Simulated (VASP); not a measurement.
# Nb (I4/mmm) in VASP: a series of runs, part 2 of 2

VASP 6.6.1. The steps go on from the part before.

## Step 3: Single point, r2SCAN (strain -0.040 along x and y, +0.040 along z)

Contents of POSCAR:

```
Nb
1.0
    0.0000000000      2.0304000000      2.1996000000
    2.0304000000      0.0000000000      2.1996000000
    2.0304000000      2.0304000000      0.0000000000
Nb
1
Direct
    0.0000000000      0.0000000000      0.0000000000
```

Contents of INCAR.step1:

```
PREC = Accurate ; ENCUT = 520
ISMEAR = 0 ; SIGMA = 0.15
LREAL = F ; LASPH = T
NELM = 100 ; NBANDS = 12
GGA = PE ; ALGO = Normal
EDIFF = 1E-4 ; LWAVE = T
LCHARG = F
```

Contents of INCAR.step2:

```
PREC = Accurate ; ENCUT = 520
EDIFF = 1E-7 ; ISMEAR = 0
SIGMA = 0.15 ; LREAL = F
LASPH = T ; NELM = 100
ALGO = Normal ; ISIF = 2
LWAVE = F ; LCHARG = F
METAGGA = R2SCAN ; LMIXTAU = T
NBANDS = 12 ; ISTART = 1
```

Contents of KPOINTS:

```
regular mesh
0
Gamma
  20 20 20
```

Potentials or basis: VASP PAW PBE potentials, release 64 (Nb_sv).

Launch:

```bash
$ cat potpaw_PBE.64/Nb_sv/POTCAR > POTCAR
$ cp INCAR.step1 INCAR
$ mpirun -np 1 vasp_std > vasp.out
$ cp INCAR.step2 INCAR
$ mpirun -np 1 vasp_std > vasp.out
```

OUTCAR:

```text
PREC = Accurate
   ENCUT = 520
   EDIFF = 1E-7
   ISMEAR = 0
   LREAL = F
   LASPH = T
   NELM = 100
   ISIF = 2
   METAGGA = R2SCAN
   ISTART = 1

 ion  position               nearest neighbor table
   1  0.000  0.000  0.000-

  LATTYP: Found a body centered tetragonal cell.
 ALAT       =     2.8714192170
 C/A-ratio  =     1.5320646926

  Lattice vectors:

 A1 = (  -2.0304000000,   0.0000000000,   2.1996000000)
 A2 = (   2.0304000000,   0.0000000000,   2.1996000000)
 A3 = (   0.0000000000,   2.0304000000,  -2.1996000000)

Analysis of symmetry for initial positions (statically):
=====================================================================
 Subroutine PRICEL returns:
 Original cell was already a primitive cell.

 Routine SETGRP: Setting up the symmetry group for a
 body centered tetragonal supercell.

 Subroutine GETGRP returns: Found 16 space group operations
 (whereof 16 operations were pure point group operations)
 out of a pool of 16 trial point group operations.

The static configuration has the point symmetry D_4h.

Analysis of symmetry for dynamics (positions and initial velocities):
=====================================================================
 Subroutine PRICEL returns:
 Original cell was already a primitive cell.

 Routine SETGRP: Setting up the symmetry group for a
 body centered tetragonal supercell.

 Subroutine GETGRP returns: Found 16 space group operations
 (whereof 16 operations were pure point group operations)
 out of a pool of 16 trial point group operations.

The dynamic configuration has the point symmetry D_4h.

 Subroutine INISYM returns: Found 16 space group operations
 (whereof 16 operations are pure point group operations),
 and found     1 'primitive' translations

----------------------------------------------------------------------------------------

                                     Primitive cell

  volume of cell :      18.1358

  direct lattice vectors                    reciprocal lattice vectors
     0.000000000  2.030400000  2.199600000    -0.246256895  0.246256895  0.227314057
     2.030400000  0.000000000  2.199600000     0.246256895 -0.246256895  0.227314057
     2.030400000  2.030400000  0.000000000     0.246256895  0.246256895 -0.227314057

  length of vectors
     2.993453577  2.993453577  2.871419217     0.415880509  0.415880509  0.415880509

  position of ions in fractional coordinates (direct lattice)
     0.000000000  0.000000000  0.000000000

  ion indices of the primitive-cell ions
   primitive index   ion index
                 1           1

----------------------------------------------------------------------------------------

 KPOINTS: regular mesh

Automatic generation of k-mesh.
 Grid dimensions read from file:
 generate k-points for:   20   20   20

 Generating k-lattice:

  Cartesian coordinates                     Fractional coordinates (reciprocal lattice)
    -0.012312845  0.012312845  0.011365703     0.050000000  0.000000000  0.000000000
     0.012312845 -0.012312845  0.011365703     0.000000000  0.050000000  0.000000000
     0.012312845  0.012312845 -0.011365703     0.000000000  0.000000000  0.050000000

  Length of vectors
     0.020794025  0.020794025  0.020794025

  Shift w.r.t. Gamma in fractional coordinates (k-lattice)
     0.000000000  0.000000000  0.000000000

 Subroutine IBZKPT returns following result:
 ===========================================

 Found    641 irreducible k-points:

 Following reciprocal coordinates:
            Coordinates               Weight
  0.000000  0.000000  0.000000      1.000000
  0.050000  0.000000  0.000000      8.000000
  0.100000  0.000000  0.000000      8.000000
  0.150000  0.000000  0.000000      8.000000
  0.200000  0.000000  0.000000      8.000000
  0.250000  0.000000  0.000000      8.000000
[... 16 lines left out ...]
 -0.400000  0.050000  0.000000      8.000000
 -0.350000  0.050000  0.000000      8.000000
 [... further k-points ...]
   k-points           NKPTS =    641   k-points in BZ     NKDIM =    641   number of bands    NBANDS=     12
   number of dos      NEDOS =    301   number of ions     NIONS =      1
   total plane-waves  NPLWV =  13824
   dimension x,y,z NGX =    24 NGY =   24 NGZ =   24
   dimension x,y,z NGXF=    48 NGYF=   48 NGZF=   48
   ions per type =               1
   NGX,Y,Z   is equivalent  to a cutoff of  13.33, 13.33, 13.90 a.u.
   NGXF,Y,Z  is equivalent  to a cutoff of  26.66, 26.66, 27.79 a.u.
 SYSTEM =  unknown system
   PREC   = accura    normal or accurate (medium, high low for compatibility)
   ISTART =      1    job   : 0-new  1-cont  2-samecut
   ICHARG =      0    charge: 1-file 2-atom 10-const
   ISPIN  =      1    spin polarized calculation?
   LNONCOLLINEAR =      F non collinear calculations
   LSORBIT =      F    spin-orbit coupling
   LASPH  =      T    aspherical Exc in radial PAW
   ENCUT  =  520.0 eV  38.22 Ry    6.18 a.u.   5.57  5.57  5.34*2*pi/ulx,y,z
   NELM   =    100;   NELMIN=  2; NELMDL=  0     # of ELM steps
   EDIFF  = 0.1E-06   stopping-criterion for ELM
   LREAL  =      F    real-space projection
   EDIFFG = 0.1E-05   stopping-criterion for IOM
   NSW    =      0    number of steps for IOM
   IBRION =     -1    ionic relax: 0-MD 1-quasi-New 2-CG
   NFREE  =      0    steps in history (QN), initial steepest desc. (CG)
   ISIF   =      2    stress and relaxation
   ISYM   =      2    0-nonsym 1-usesym 2-fastsym
   POTIM  = 0.5000    time-step for ionic-motion
   TEBEG  =    0.0;   TEEND  =   0.0 temperature during run
   PSTRESS=    0.0 pullay stress
   NELECT =      13.0000    total number of electrons
   NUPDOWN=      -1.0000    fix difference up-down
   EMIN   =  10.00;   EMAX   =-10.00  energy-range for DOS
   EFERMI =   0.00;   METHOD = LEGACY
   ISMEAR =     0;   SIGMA  =   0.15  broadening in eV -4-tet -1-fermi 0-gaus
   EFERMI_NEDOS =   21; number of points for ismear=-14 and -15
   IALGO  =     38    algorithm
   IMIX   =      4    mixing-type and parameters
     AMIX     =   0.40;   BMIX     =  1.00
     AMIX_MAG =   1.60;   BMIX_MAG =  1.00
  volume/ion in A,a.u.               =      18.14       122.39
  Fermi-wavevector in a.u.,A,eV,Ry     =   1.465133  2.768699 29.206456  2.146614
  Thomas-Fermi vector in A             =   2.581026
   LORBIT       =      0    0 simple, 1 ext, 2 COOP (PROOUT), +10 PAW based schemes
   METAGGA = R2SCAN    functional components
   LHFCALC =     F    Hartree Fock is set to
   AEXX    =    0.0000 exact exchange contribution
   IVDW    =     0    specifies the selected vdW correction
   LEPSILON=     F    determine dielectric tensor
   LRPA    =     F    only Hartree local field effects (RPA)
 non-spin polarized calculation
 Gauss-broadening in eV      SIGMA  =   0.15
  energy-cutoff  :      520.00
  volume of cell :       18.14
 maximum number of plane-waves:       504
   NGX = 11   NGY = 11   NGZ = 11

 number of electron      13.0000001 magnetization

 Free energy of the ion-electron system (eV)
  ---------------------------------------------------
  ext. energy  EPLUGINS =         0.00000000
  ---------------------------------------------------
  free energy    TOTEN  =       -24.57070709 eV

  energy without entropy =      -24.55539266  energy(sigma->0) =      -24.56304988

 E-fermi :  11.3997     XC(G=0): -13.5761

 val. band max:       11.3975989389   @ k =   0.4500   0.0000   0.2000
 cond. band min:      11.4028936349   @ k =   0.4000   0.1000   0.2000
 fundamental gap:      0.0052946960
 Fermi energy:        11.3997043149

 k-point     1 :       0.0000    0.0000    0.0000
  band No.  band energies     occupation
      1     -45.1267      2.00000
      2     -19.7244      2.00000
      3     -19.6678      2.00000
      4     -19.6678      2.00000
      5       4.7717      2.00000
      6      10.8638      2.00000
      7      11.9933      0.00000
      8      11.9933      0.00000
      9      13.6965      0.00000
     10      15.2283      0.00000
     11      23.8267      0.00000
     12      27.4550      0.00000
[... 331 lines left out ...]
 k-point    24 :      -0.3500    0.0500    0.0000
  band No.  band energies     occupation
      1     -44.9156      2.00000
      2     -20.9052      2.00000
      3     -19.9477      2.00000
      4     -19.7465      2.00000
      5       7.3811      2.00000
      6      11.0500      1.99902
      7      11.5102      0.29736
      8      12.2784      0.00000
      9      15.3631      0.00000
     10      16.2588      0.00000
     11      23.1787      0.00000
     12      25.9696      0.00000

 [... further k-points ...]

------------------------ aborting loop because EDIFF is reached ----------------------------------------

  FORCE on cell =-STRESS in cart. coord.  units (eV):
  Direction    XX          YY          ZZ          XY          YZ          ZX
  --------------------------------------------------------------------------------------
  -------------------------------------------------------------------------------------
  Total       -0.1709397     -0.1709397      1.6672425      0.0000000     -0.0000000      0.0000000
  in kB      -15.1013814    -15.1013814    147.2897201      0.0000000     -0.0000000      0.0000000
  external PRESSURE =      39.0289858 kB  Pullay stress =       0.0000000 kB

 VOLUME and BASIS-vectors are now :
 -----------------------------------------------------------------------------
  energy-cutoff  :      520.00
  volume of cell :       18.14
      direct lattice vectors                 reciprocal lattice vectors
     0.000000000  2.030400000  2.199600000    -0.246256895  0.246256895  0.227314057
     2.030400000  0.000000000  2.199600000     0.246256895 -0.246256895  0.227314057
     2.030400000  2.030400000  0.000000000     0.246256895  0.246256895 -0.227314057

 POSITION                                       TOTAL-FORCE (eV/Angst)
 -----------------------------------------------------------------------------------
      0.00000      0.00000      0.00000        -0.000000     -0.000000      0.000000
 -----------------------------------------------------------------------------------
    total drift:                                0.000000     -0.000000     -0.000000

  FREE ENERGIE OF THE ION-ELECTRON SYSTEM (eV)
  ---------------------------------------------------
  free  energy   TOTEN  =       -24.5707070918 eV

  energy  without entropy=      -24.5553926635  energy(sigma->0) =      -24.56304988
```

Wall time 2.6 min (1 thread of Intel Xeon 6975P-C (Granite Rapids), shared host); peak memory 0.25 GiB.

What came out:

| Quantity | Value |
| --- | --- |
| Free energy | -24.5707 eV |
| Pressure | 3.9 GPa |
| Band gap on the k mesh | zero (an odd number of electrons rules out a gap without spin polarisation) |

Caveat: the cell differs from its parent crystal (strain -0.040 along x and y, +0.040 along z); the cell stands under pressure; the PAW data sets were made with another functional, which shifts forces and pressure a little.

## Step 4: Single point, r2SCAN (strain +0.000 along x and y, -0.040 along z)

Contents of POSCAR:

```
Nb
1.0
    0.0000000000      2.1150000000      2.0304000000
    2.1150000000      0.0000000000      2.0304000000
    2.1150000000      2.1150000000      0.0000000000
Nb
1
Direct
    0.0000000000      0.0000000000      0.0000000000
```

Contents of INCAR.step1:

```
SYSTEM = Nb
PREC = Accurate
ENCUT = 520
ISMEAR = 0
SIGMA = 0.15
LREAL = .FALSE.
LASPH = .TRUE.
NELM = 80
NBANDS = 12
GGA = PE
ALGO = Normal
EDIFF = 1E-4
LWAVE = .TRUE.
LCHARG = .FALSE.
```

Contents of INCAR.step2:

```
SYSTEM = Nb
PREC = Accurate
ENCUT = 520
EDIFF = 1E-6
ISMEAR = 0
SIGMA = 0.15
LREAL = .FALSE.
LASPH = .TRUE.
NELM = 80
ALGO = Normal
ISIF = 2
LWAVE = .FALSE.
LCHARG = .FALSE.
METAGGA = R2SCAN
LMIXTAU = .TRUE.
NBANDS = 12
ISTART = 1
```

Contents of KPOINTS:

```
regular mesh
0
G
  20 20 20
  0 0 0
```

Launch:

```bash
$ cat potpaw_PBE.64/Nb_sv/POTCAR > POTCAR
$ cp INCAR.step1 INCAR
$ mpirun -np 1 vasp_std > vasp.out
$ cp INCAR.step2 INCAR
$ mpirun -np 1 vasp_std > vasp.out
```

It took 2 min on 1 thread of Intel Xeon 6975P-C (Granite Rapids), shared host; peak memory 0.25 GiB.

The run converged. Its results:

```
Free energy            : -24.5314 eV
Pressure               : 4.4 GPa
Band gap on the k mesh : zero (an odd number of electrons rules out a gap without spin polarisation)
```

Stress tensor (GPa, compression positive):
```
 8.39  0.00  0.00
 0.00  8.39  0.00
 0.00  0.00 -3.59
```

Levels at points of the mesh, in eV from the Fermi level:
| k point | band 4 | band 5 | band 6 | band 7 | band 8 | band 9 |
| --- | --- | --- | --- | --- | --- | --- |
| (0.00, 0.00, 0.00) | -31.14 | -6.66 | -0.04 | -0.04 | 0.51 | 2.71 |
| (0.50, 0.00, 0.00) | -31.28 | -4.17 | -0.32 | 0.29 | 1.41 | 4.97 |
| (0.50, 0.50, 0.00) | -31.70 | -4.42 | -3.73 | 4.40 | 5.13 | 5.67 |
| (0.50, 0.00, 0.50) | -31.55 | -4.41 | -3.64 | 3.60 | 5.16 | 5.45 |

Caveat: the cell differs from its parent crystal (strain +0.000 along x and y, -0.040 along z); the cell stands under pressure; the PAW data sets were made with another functional, which shifts forces and pressure a little.

## Step 5: The runs side by side

| cell | gap on the mesh (eV) | pressure (GPa) |
| --- | --- | --- |
| a = 2.932, b = 2.932, c = 2.871 Å, angles 60.7, 60.7, 58.6°, 1 atom | none | 12.5 |
| a = 2.993, b = 2.993, c = 2.871 Å, angles 61.3, 61.3, 57.3°, 1 atom | none | 3.9 |
| a = 2.932, b = 2.932, c = 2.991 Å, angles 59.3, 59.3, 61.3°, 1 atom | none | 4.4 |

Alike in all rows: task single point; level r2SCAN; potentials or basis VASP PAW PBE potentials, release 64 (Nb_sv); no spin polarisation; k mesh 20 × 20 × 20; cutoff (eV) 520; smearing gaussian 0.15 eV.

Caveats: the cell stands under pressure; the PAW data sets were made with another functional, which shifts forces and pressure a little.

Total energies depend on the potentials used, so only differences within one code and one set of settings carry meaning.
